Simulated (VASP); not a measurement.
HfMoO4:

```xyz
6
Lattice="-2.4436 2.4436 3.3526 2.4436 -2.4436 3.3526 2.4436 2.4436 -3.3526" Properties=species:S:1:pos:R:3 pbc="T T T"
Hf    0.0000    0.0000    3.3526
Mo    0.0000    0.0000    0.0000
O     1.2218    1.2218    1.6763
O     1.2218    1.2218   -1.6763
O    -1.2218    1.2218    1.6763
O     1.2218   -1.2218    1.6763
```

The cell was built from a structure type or drawn by symmetry, and may not be a known phase.

```yaml
Program: VASP 6.6.1
Task: relaxation of cell and atoms
Functional: PBE
Potentials_or_basis: VASP PAW PBE potentials, release 64 (Hf_pv, Mo_sv, O)
Cutoff: 600 eV
k_mesh: 4 × 4 × 4
Occupations: gaussian, width 0.15 eV
Spin: collinear spin
Starting_moments: "[0.0, 1.0, 0.0, 0.0, 0.0, 0.0] μB"
```

At the start: pressure -30.6 GPa; volume 13.35 Å³/atom.

**Question.** How do energy, volume and symmetry change on relaxing?

**Answer.** Over 7 steps the energy falls by 881.3 meV/atom and the volume is 10.60 Å³/atom (-20.6 %); space group I4/mmm (No. 139, to 0.1 Å) before and after; moment 0.00 μB per cell.

The path:
| step | energy change (eV) | largest force (eV/Å) | pressure (GPa) | volume (Å³) |
| --- | --- | --- | --- | --- |
| 1 | 0.0000 | 0.0000 | -30.62 | 80.08 |
| 2 | -1.4802 | 0.0000 | 88.48 | 52.04 |
| 3 | -5.1386 | 0.0000 | 2.21 | 62.59 |
| 4 | -5.1705 | 0.0000 | 5.80 | 61.83 |
| 5 | -5.1747 | 0.0000 | 7.67 | 61.47 |
| 6 | -5.2501 | 0.0000 | -4.06 | 64.85 |
| 7 | -5.2879 | 0.0000 | -0.20 | 63.61 |

Final structure:
```xyz
6
Lattice="-2.4502 2.4502 2.6488 2.4502 -2.4502 2.6488 2.4502 2.4502 -2.6488" Properties=species:S:1:pos:R:3 pbc="T T T"
Hf    0.0000    0.0000    2.6488
Mo    0.0000    0.0000    0.0000
O     1.2251    1.2251    1.3244
O     1.2251    1.2251   -1.3244
O    -1.2251    1.2251    1.3244
O     1.2251   -1.2251    1.3244
```

Caveat: the k points lie up to 0.44 Å⁻¹ apart in the final cell; the volume moved by over 15 % at a fixed basis, so the end points are rough.
